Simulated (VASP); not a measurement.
Set up this calculation in VASP 6.6.1, as the native input.

```yaml
Task: single point
Functional: PBE
Potentials_or_basis: VASP PAW PBE potentials, release 64 (Zn, S)
Cutoff: 520 eV
k_mesh: 4 × 4 × 4
Occupations: gaussian, width 0.1 eV
Spin: no spin polarisation
Dipole_correction: no
Further_INCAR_settings: ALGO = Normal; EDIFF = 1e-06; NBANDS = 23
```

The structure of ZnS3 lies in POSCAR:

```
ZnS3
1.0
    4.3166166700      0.0000000000      0.0000000000
    0.0000000000      4.3166166700      0.0000000000
    0.0000000000      0.0000000000      4.3166166700
Zn S
1 3
Direct
    0.0000000000      0.0000000000      0.0000000000
    0.0000000000      0.5000000000      0.5000000000
    0.5000000000      0.0000000000      0.5000000000
    0.5000000000      0.5000000000      0.0000000000
```

These files were run (other wordings do the same):

INCAR

```
PREC = Accurate
ENCUT = 520
EDIFF = 1E-6
ISMEAR = 0
SIGMA = 0.1
LREAL = F
LASPH = T
NELM = 60
ALGO = Normal
ISIF = 2
LWAVE = F
LCHARG = F
GGA = PE
NBANDS = 23
```

KPOINTS

```
Automatic mesh
0
Gamma
  4 4 4
```

Potentials or basis: VASP PAW PBE potentials, release 64 (Zn, S).

Run with:

```sh
$ cat potpaw_PBE.64/Zn/POTCAR potpaw_PBE.64/S/POTCAR > POTCAR
$ mpirun -np 1 vasp_std > vasp.out
```

Results of the run:

| Item | Value |
| --- | --- |
| Pressure | -8.5 GPa |
| Band gap on the k mesh | zero (band 15 reaches 4.81 eV, above the bottom of band 16 at 3.50 eV) |

Caveat: the k points lie up to 0.36 Å⁻¹ apart.

Wall time 27 s on 1 thread of AMD EPYC 9R45 (shared host), peak memory 0.15 GiB.
